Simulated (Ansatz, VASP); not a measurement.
Two plane-wave programs on KRb2ScO6

```
Sc O Rb K
1.0
     0.00000    4.38339    4.38339
     4.38339    0.00000    4.38339
     4.38339    4.38339    0.00000
Sc O Rb K
1 6 2 1
Direct
  0.00000 0.00000 0.00000
  0.78000 0.22000 0.22000
  0.22000 0.78000 0.22000
  0.22000 0.78000 0.78000
  0.78000 0.22000 0.78000
  0.22000 0.22000 0.78000
  0.78000 0.78000 0.22000
  0.25000 0.25000 0.25000
  0.75000 0.75000 0.75000
  0.50000 0.50000 0.50000
```

Alike in both runs: task single point; functional PBEsol; k mesh 5 × 5 × 5; occupations methfessel-paxton of order 1, width 0.0202 eV; no spin polarisation.

|  | VASP | Ansatz |
| --- | --- | --- |
| version | VASP 6.6.1 | Ansatz 0.2.0 |
| potentials or method | VASP PAW PBE potentials, release 64 (Sc_sv, O, Rb_sv, K_sv), cutoff 520 eV | PAW plane waves |
| valence electrons in the cell | 74 | 74 |

|  | VASP | Ansatz | Ansatz less VASP |
| --- | --- | --- | --- |
| pressure (GPa) | 7.7 | 7.2 | -0.41 |
| rms of the force components (eV/Å) | 0.578 | 0.539 | -0.0388 |

VASP's potentials were made for PBE, not for PBEsol. Atom by atom the forces differ by 0.039 eV/Å (rms over components).
